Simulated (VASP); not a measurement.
Input of a VASP 6.6.1 run:

INCAR

```
SYSTEM = NbRu3
  PREC = Accurate
  ENCUT = 520
  EDIFF = 1E-8
  ISMEAR = -1
  SIGMA = 0.05
  LREAL = .FALSE.
  LASPH = .TRUE.
  NELM = 60
  ALGO = Normal
  ISIF = 2
  LWAVE = .FALSE.
  LCHARG = .FALSE.
  LEFG = .TRUE.
  NBANDS = 36
```

Contents of KPOINTS:

```
regular mesh
0
G
  9 9 9
  0 0 0
```

POSCAR

```
NbRu3
1.0
    3.8800000000      0.0000000000      0.0000000000
    0.0000000000      3.8800000000      0.0000000000
    0.0000000000      0.0000000000      3.9576000000
Nb Ru
1 3
Direct
    0.0000000000      0.0000000000      0.0000000000
    0.0000000000      0.5000000000      0.5000000000
    0.5000000000      0.0000000000      0.5000000000
    0.5000000000      0.5000000000      0.0000000000
```

Potentials or basis: VASP PAW LDA potentials, release 64 (Nb_sv, Ru_pv).

Run with:

```console
$ cat potpaw_LDA.64/Nb_sv/POTCAR potpaw_LDA.64/Ru_pv/POTCAR > POTCAR
$ mpirun -np 1 vasp_std > vasp.out
```

Question: What does it give for the pressure?

Answer: -15.8 GPa.

Question: Estimate the band gap on the k mesh.

Answer: Zero (an odd number of electrons rules out a gap without spin polarisation).

Electric field gradients, principal values (V/Å²):
```csv
atom,least,middle,greatest (by size)
1 Nb,0.589,0.589,-1.179
2 Ru,-1.176,-5.924,7.100
3 Ru,-1.176,-5.924,7.100
4 Ru,8.729,8.729,-17.459
```

Caveat: the cell differs from its parent crystal (zz strain of +2 %); the cell stands under tension; without QUAD_EFG the Cq values of the log hold for a quadrupole moment of 1 mb, not for the nuclei.
